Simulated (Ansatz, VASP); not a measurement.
One calculation of Si, two programs

```xyz
2
Lattice="0.0000 2.7350 2.7350 2.7350 0.0000 2.7350 2.7350 2.7350 0.0000" Properties=species:S:1:pos:R:3 pbc="T T T"
Si    4.1025    4.1025    4.1025
Si    2.7350    2.7350    2.7350
```

Alike in both runs: functional PBE; k mesh 9 × 9 × 9; no spin polarisation.

Ansatz relaxed the structure, and its values are those at the end. VASP's run is a single point on that final structure, the one shown.

|  | VASP | Ansatz |
| --- | --- | --- |
| version | VASP 6.6.1 | Ansatz 0.2.0 |
| potentials or method | VASP PAW PBE potentials, release 64 (Si), cutoff 500 eV | plane-wave PAW DFT |
| occupations | gaussian, width 0.01 eV | fixed |
| valence electrons in the cell | 8 | 8 |

Ansatz gave:

| Quantity | Value |
| --- | --- |
| pressure (GPa) | 0.0 |

Problem. What did VASP give for the same quantities?

Solution. Pressure (GPa): -0.1.
